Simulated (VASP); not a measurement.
# NiO2 (R-3m) in VASP: notebook

NiO2 is run at these levels: LDA+U; tasks: single point.

All numbers are computed with VASP 6.6.1; they aren't measurements. Logs are shortened: lines on timing, memory, paths and dates and some standing lists are left out, and cuts for length are marked.

## Step 1: The cell of the first run

It takes space group R-3m (No. 166, trigonal). Conventional cell: a = 2.804 Å, b = 2.804 Å, c = 20.923 Å, α = 90.00°, β = 90.00°, γ = 120.00°. Ni (site symmetry -3m) has 6 O at 1.88 Å within 2.5 Å. O (site symmetry 3m) has 3 Ni at 1.88 Å and 3 O at 2.50 Å within 2.5 Å.

## Step 2: Single point, LDA+U, collinear spin, ferromagnetic start

File INCAR:

```
SYSTEM = NiO2
ALGO = Normal ; EDIFF = 1E-6
ENCUT = 600 ; GGA_COMPAT = .False.
ISIF = 2 ; ISMEAR = -1
ISPIN = 2 ; LASPH = .True.
LCHARG = .True. ; LDAU = .True.
LDAUJ = 0 0 ; LDAUL = 2 -1
LDAUPRINT = 1 ; LDAUTYPE = 2
LDAUU = 5 0 ; LELF = .True.
LMAXMIX = 4 ; LORBIT = 11
LREAL = .False. ; LVHAR = .True.
LWAVE = .False. ; MAGMOM = 1 0 0
NBANDS = 22 ; NELM = 200
PREC = Accurate ; SIGMA = 0.1
```

File KPOINTS:

```
k-points
0
Gamma
  3 3 3
  0 0 0
```

File POSCAR:

```
NiO2
1.0
    1.4021290000      0.8095195556      6.9742946667
   -1.4021290000      0.8095195556      6.9742946667
    0.0000000000     -1.6190391112      6.9742946667
Ni O
1 2
Direct
    0.0000000000      0.0000000000      0.0000000000
    0.6212106667      0.6212106667      0.6212106667
    0.3787893333      0.3787893333      0.3787893333
```

Potentials or basis: VASP PAW LDA potentials, release 64 (Ni, O).

Command:

```bash
cat potpaw_LDA.64/Ni/POTCAR potpaw_LDA.64/O/POTCAR > POTCAR
mpirun -np 1 vasp_std > vasp.out
```

OUTCAR:

```text
SYSTEM = NiO2
   EDIFF = 1E-6
   ENCUT = 600
   ISIF = 2
   ISMEAR = -1
   ISPIN = 2
   LASPH = .True.
   LORBIT = 11
   LREAL = .False.
   NELM = 200
   PREC = Accurate

 ion  position               nearest neighbor table
   1  0.000  0.000  0.000-   2 1.88   2 1.88   3 1.88   3 1.88   2 1.88   3 1.88
   2  0.621  0.621  0.621-   1 1.88   1 1.88   1 1.88
   3  0.379  0.379  0.379-   1 1.88   1 1.88   1 1.88

  LATTYP: Found a trigonal (rhomboedric) cell.
 ALAT       =     7.1597537487
 COS(alpha) =     0.9232974560

  Lattice vectors:

 A1 = (   1.4021290000,   0.8095195556,   6.9742946667)
 A2 = (  -1.4021290000,   0.8095195556,   6.9742946667)
 A3 = (   0.0000000000,  -1.6190391112,   6.9742946667)

Analysis of symmetry for initial positions (statically):
=====================================================================
 Subroutine PRICEL returns:
 Original cell was already a primitive cell.

 Routine SETGRP: Setting up the symmetry group for a
 trigonal (rhombohedral) supercell.

 Subroutine GETGRP returns: Found 12 space group operations
 (whereof 12 operations were pure point group operations)
 out of a pool of 12 trial point group operations.

The static configuration has the point symmetry D_3d.

Analysis of symmetry for dynamics (positions and initial velocities):
=====================================================================
 Subroutine PRICEL returns:
 Original cell was already a primitive cell.

 Routine SETGRP: Setting up the symmetry group for a
 trigonal (rhombohedral) supercell.

 Subroutine GETGRP returns: Found 12 space group operations
 (whereof 12 operations were pure point group operations)
 out of a pool of 12 trial point group operations.

The dynamic configuration has the point symmetry D_3d.

Analysis of structural, dynamic, and magnetic symmetry:
=====================================================================
 Subroutine PRICEL returns:
 Original cell was already a primitive cell.

 Routine SETGRP: Setting up the symmetry group for a
 trigonal (rhombohedral) supercell.

 Subroutine GETGRP returns: Found 12 space group operations
 (whereof 12 operations were pure point group operations)
 out of a pool of 12 trial point group operations.

The overall configuration has the point symmetry D_3d.

 Subroutine INISYM returns: Found 12 space group operations
 (whereof 12 operations are pure point group operations),
 and found     1 'primitive' translations

----------------------------------------------------------------------------------------

                                     Primitive cell

  volume of cell :      47.4971

  direct lattice vectors                    reciprocal lattice vectors
     1.402129000  0.809519556  6.974294667     0.356600570  0.205883435  0.047794558
    -1.402129000  0.809519556  6.974294667    -0.356600570  0.205883435  0.047794558
     0.000000000 -1.619039111  6.974294667     0.000000000 -0.411766870  0.047794558

  length of vectors
     7.159753749  7.159753749  7.159753749     0.414531392  0.414531392  0.414531392

  position of ions in fractional coordinates (direct lattice)
     0.000000000  0.000000000  0.000000000
     0.621210667  0.621210667  0.621210667
     0.378789333  0.378789333  0.378789333

  ion indices of the primitive-cell ions
   primitive index   ion index
                 1           1
                 2           2
                 3           3

----------------------------------------------------------------------------------------

 KPOINTS: k-points

Automatic generation of k-mesh.
 Grid dimensions read from file:
 generate k-points for:    3    3    3

 Generating k-lattice:

  Cartesian coordinates                     Fractional coordinates (reciprocal lattice)
     0.118866857  0.068627812  0.015931519     0.333333333 -0.000000000  0.000000000
    -0.118866857  0.068627812  0.015931519    -0.000000000  0.333333333  0.000000000
     0.000000000 -0.137255623  0.015931519     0.000000000  0.000000000  0.333333333

  Length of vectors
     0.138177131  0.138177131  0.138177131

  Shift w.r.t. Gamma in fractional coordinates (k-lattice)
     0.000000000  0.000000000  0.000000000

 Subroutine IBZKPT returns following result:
 ===========================================

 Found      6 irreducible k-points:

 Following reciprocal coordinates:
            Coordinates               Weight
  0.000000  0.000000  0.000000      1.000000
  0.333333 -0.000000 -0.000000      6.000000
  0.333333  0.333333 -0.000000      6.000000
 -0.333333  0.333333  0.000000      6.000000
  0.333333  0.333333  0.333333      2.000000
 -0.333333  0.333333  0.333333      6.000000
   k-points           NKPTS =      6   k-points in BZ     NKDIM =      6   number of bands    NBANDS=     22
   number of dos      NEDOS =    301   number of ions     NIONS =      3
   total plane-waves  NPLWV = 216000
   dimension x,y,z NGX =    60 NGY =   60 NGZ =   60
   dimension x,y,z NGXF=   120 NGYF=  120 NGZF=  120
   ions per type =               1   2
   NGX,Y,Z   is equivalent  to a cutoff of  13.93, 13.93, 13.93 a.u.
   NGXF,Y,Z  is equivalent  to a cutoff of  27.86, 27.86, 27.86 a.u.
 SYSTEM =  NiO2
   PREC   = accura    normal or accurate (medium, high low for compatibility)
   ISTART =      0    job   : 0-new  1-cont  2-samecut
   ICHARG =      2    charge: 1-file 2-atom 10-const
   ISPIN  =      2    spin polarized calculation?
   LNONCOLLINEAR =      F non collinear calculations
   LSORBIT =      F    spin-orbit coupling
   LASPH  =      T    aspherical Exc in radial PAW
   ENCUT  =  600.0 eV  44.10 Ry    6.64 a.u.  14.30 14.30 14.30*2*pi/ulx,y,z
   NELM   =    200;   NELMIN=  2; NELMDL= -5     # of ELM steps
   EDIFF  = 0.1E-05   stopping-criterion for ELM
   LREAL  =      F    real-space projection
   EDIFFG = 0.1E-04   stopping-criterion for IOM
   NSW    =      0    number of steps for IOM
   IBRION =     -1    ionic relax: 0-MD 1-quasi-New 2-CG
   NFREE  =      0    steps in history (QN), initial steepest desc. (CG)
   ISIF   =      2    stress and relaxation
   ISYM   =      2    0-nonsym 1-usesym 2-fastsym
   POTIM  = 0.5000    time-step for ionic-motion
   TEBEG  =    0.0;   TEEND  =   0.0 temperature during run
   PSTRESS=    0.0 pullay stress
   NELECT =      22.0000    total number of electrons
   NUPDOWN=      -1.0000    fix difference up-down
   EMIN   =  10.00;   EMAX   =-10.00  energy-range for DOS
   EFERMI =   0.00;   METHOD = LEGACY
   ISMEAR =    -1;   SIGMA  =   0.10  broadening in eV -4-tet -1-fermi 0-gaus
   EFERMI_NEDOS =   21; number of points for ismear=-14 and -15
   IALGO  =     38    algorithm
   IMIX   =      4    mixing-type and parameters
     AMIX     =   0.40;   BMIX     =  1.00
     AMIX_MAG =   1.60;   BMIX_MAG =  1.00
  volume/ion in A,a.u.               =      15.83       106.84
  Fermi-wavevector in a.u.,A,eV,Ry     =   1.266660  2.393641 21.829567  1.604428
  Thomas-Fermi vector in A             =   2.399849
   LORBIT       =     11    0 simple, 1 ext, 2 COOP (PROOUT), +10 PAW based schemes
 LDA+U is selected, type is set to LDAUTYPE =  2
   angular momentum for each species LDAUL =     2   -1
   U (eV)           for each species LDAUU =   5.0  0.0
   J (eV)           for each species LDAUJ =   0.0  0.0
   GGA     = CA    functional components
   LHFCALC =     F    Hartree Fock is set to
   AEXX    =    0.0000 exact exchange contribution
   IVDW    =     0    specifies the selected vdW correction
   LEPSILON=     F    determine dielectric tensor
   LRPA    =     F    only Hartree local field effects (RPA)
 spin polarized calculation
  energy-cutoff  :      600.00
  volume of cell :       47.50
 maximum number of plane-waves:      1606
 NGX is ok and might be reduce to    60
   NGX = 29   NGY = 29   NGZ = 29

 number of electron      21.9999995 magnetization       0.0000460

atom =   1  type =  1  l = 2

 onsite density matrix

spin component  1

  0.8438 -0.0000 -0.0000  0.1806 -0.0000
 -0.0000  0.7627  0.0000  0.0000  0.1806
 -0.0000  0.0000  0.9820  0.0000  0.0000
  0.1806  0.0000  0.0000  0.7627  0.0000
 -0.0000  0.1806  0.0000  0.0000  0.8438

spin component  2

  0.8438 -0.0000 -0.0000  0.1807 -0.0000
 -0.0000  0.7626  0.0000  0.0000  0.1807
 -0.0000  0.0000  0.9820  0.0000  0.0000
  0.1807  0.0000  0.0000  0.7626  0.0000
 -0.0000  0.1807  0.0000  0.0000  0.8438

 occupancies and eigenvectors

  o =  0.6180  v =  0.0000  0.0000  0.0000  0.0000  0.0000 -0.6248 -0.0000 -0.0000  0.7808  0.0000      0.0000  0.0000  0.0000  0.0000  0.0000  0.0000  0.0000  0.0000  0.0000  0.0000
  o =  0.6180  v =  0.0000  0.0000  0.0000  0.0000  0.0000  0.0000 -0.7808 -0.0000 -0.0000  0.6248      0.0000  0.0000  0.0000  0.0000  0.0000  0.0000  0.0000  0.0000  0.0000  0.0000
  o =  0.6182  v =  0.6249  0.0000  0.0000 -0.7807  0.0000  0.0000  0.0000  0.0000  0.0000  0.0000      0.0000  0.0000  0.0000  0.0000  0.0000  0.0000  0.0000  0.0000  0.0000  0.0000
  o =  0.6182  v =  0.0000 -0.7807 -0.0000  0.0000  0.6249  0.0000  0.0000  0.0000  0.0000  0.0000      0.0000  0.0000  0.0000  0.0000  0.0000  0.0000  0.0000  0.0000  0.0000  0.0000
  o =  0.9820  v =  0.0000  0.0000  0.0000  0.0000  0.0000 -0.0000  0.0000 -1.0000 -0.0000  0.0000      0.0000  0.0000  0.0000  0.0000  0.0000  0.0000  0.0000  0.0000  0.0000  0.0000
  o =  0.9820  v =  0.0000  0.0000 -1.0000 -0.0000  0.0000  0.0000  0.0000  0.0000  0.0000  0.0000      0.0000  0.0000  0.0000  0.0000  0.0000  0.0000  0.0000  0.0000  0.0000  0.0000
  o =  0.9884  v = -0.7807  0.0000  0.0000 -0.6249  0.0000  0.0000  0.0000  0.0000  0.0000  0.0000      0.0000  0.0000  0.0000  0.0000  0.0000  0.0000  0.0000  0.0000  0.0000  0.0000
  o =  0.9884  v =  0.0000 -0.6249 -0.0000  0.0000 -0.7807  0.0000  0.0000  0.0000  0.0000  0.0000      0.0000  0.0000  0.0000  0.0000  0.0000  0.0000  0.0000  0.0000  0.0000  0.0000
  o =  0.9884  v =  0.0000  0.0000  0.0000  0.0000  0.0000  0.7808 -0.0000 -0.0000  0.6248 -0.0000      0.0000  0.0000  0.0000  0.0000  0.0000  0.0000  0.0000  0.0000  0.0000  0.0000
  o =  0.9884  v =  0.0000  0.0000  0.0000  0.0000  0.0000  0.0000  0.6248  0.0000  0.0000  0.7808      0.0000  0.0000  0.0000  0.0000  0.0000  0.0000  0.0000  0.0000  0.0000  0.0000

 number of electron      21.9999995 magnetization      -0.0000967

 Free energy of the ion-electron system (eV)
  ---------------------------------------------------
  ext. energy  EPLUGINS =         0.00000000
  ---------------------------------------------------
  free energy    TOTEN  =       -17.34948095 eV

  energy without entropy =      -17.34938666  energy(sigma->0) =      -17.34943381

 E-fermi :  -1.2954     XC(G=0):  -8.2648

 val. band max:       -2.2859786118   @ k =   0.0000   0.0000   0.0000
 cond. band min:      -0.2601784783   @ k =   0.3333   0.3333  -0.0000
 fundamental gap:      2.0258001336
 Fermi energy:        -1.2953640802

 spin component 1

 k-point     1 :       0.0000    0.0000    0.0000
  band No.  band energies     occupation
      1     -20.4694      1.00000
      2     -18.1389      1.00000
      3      -7.4748      1.00000
      4      -7.1157      1.00000
      5      -7.1157      1.00000
      6      -4.9404      1.00000
[... 123 lines left out ...]
      5      -6.2560      1.00000
      6      -6.0258      1.00000
[... 14 lines left out ...]
     21      19.0368      0.00000
     22      19.6963      0.00000
 Fermi energy:        -1.2953640802

 spin component 2

 k-point     1 :       0.0000    0.0000    0.0000
  band No.  band energies     occupation
      1     -20.4697      1.00000
      2     -18.1393      1.00000
      3      -7.4749      1.00000
      4      -7.1151      1.00000
      5      -7.1151      1.00000
      6      -4.9397      1.00000
[... 124 lines left out ...]
      6      -6.0255      1.00000
[... 14 lines left out ...]
     21      19.0366      0.00000
     22      19.6963      0.00000

------------------------ aborting loop because EDIFF is reached ----------------------------------------

  FORCE on cell =-STRESS in cart. coord.  units (eV):
  Direction    XX          YY          ZZ          XY          YZ          ZX
  --------------------------------------------------------------------------------------
  -------------------------------------------------------------------------------------
  Total       -4.3005681     -4.3005681     -2.1317861      0.0000000      0.0000000      0.0000000
  in kB     -145.0673072   -145.0673072    -71.9096791      0.0000000      0.0000000      0.0000000
  external PRESSURE =    -120.6814311 kB  Pullay stress =       0.0000000 kB

 VOLUME and BASIS-vectors are now :
 -----------------------------------------------------------------------------
  energy-cutoff  :      600.00
  volume of cell :       47.50
      direct lattice vectors                 reciprocal lattice vectors
     1.402129000  0.809519556  6.974294667     0.356600570  0.205883435  0.047794558
    -1.402129000  0.809519556  6.974294667    -0.356600570  0.205883435  0.047794558
     0.000000000 -1.619039111  6.974294667     0.000000000 -0.411766870  0.047794558

 POSITION                                       TOTAL-FORCE (eV/Angst)
 -----------------------------------------------------------------------------------
      0.00000      0.00000      0.00000         0.000000      0.000000      0.000000
      0.00000      0.00000     12.99752         0.000000     -0.000000      1.072813
      0.00000      0.00000      7.92537         0.000000      0.000000     -1.072813
 -----------------------------------------------------------------------------------
    total drift:                                0.000000      0.000000      0.000000

  FREE ENERGIE OF THE ION-ELECTRON SYSTEM (eV)
  ---------------------------------------------------
  free  energy   TOTEN  =       -17.3494809549 eV

  energy  without entropy=      -17.3493866575  energy(sigma->0) =      -17.34943381

 total charge

# of ion       s       p       d       tot
------------------------------------------
    1        0.495   0.797   8.353   9.645
    2        1.578   3.286   0.000   4.864
    3        1.578   3.286   0.000   4.864
--------------------------------------------------
tot          3.651   7.368   8.353  19.373

 magnetization (x)

# of ion       s       p       d       tot
------------------------------------------
    1        0.000   0.000   0.000   0.000
    2        0.000  -0.000   0.000  -0.000
    3        0.000  -0.000   0.000  -0.000
--------------------------------------------------
tot          0.000  -0.000   0.000   0.000
```

Run time: 2.5 min. Hardware: 1 thread of Intel Xeon Platinum 8259CL at 2.50GHz (Skylake/Cascade Lake), shared host; peak memory 0.39 GiB.

What came out:

```
Free energy                                           : -17.3495 eV
Pressure                                              : -12.1 GPa
Largest force                                         : 1.073 eV/Å
Band gap on the k mesh                                : 2.03 eV (least direct gap 2.15 eV)
Net moment                                            : 0.00 μB per cell
Valence electrons inside the program's atomic spheres : Ni 9.64; O 4.86
```

Forces in eV/Å, atoms in the order of the input:
```
Ni   0.000  0.000  0.000
O    0.000  0.000  1.073
O    0.000  0.000 -1.073
```

Eigenvalues of the final occupation matrices:
```tsv
site	spin	trace	eigenvalues
site 1 d	1	4.20	0.62 0.62 0.98 0.99 0.99
site 1 d	2	4.19	0.62 0.62 0.98 0.99 0.99
```

Caveat: the k points lie up to 0.87 Å⁻¹ apart, too coarse for converged energies, forces and pressures; the moments typed at the start vanished in this run; forces of over 1 eV/Å act on the atoms, so gaps and moduli don't describe the material at rest. A k mesh can miss the band edges.

(Part 1 of 2 ends here.)
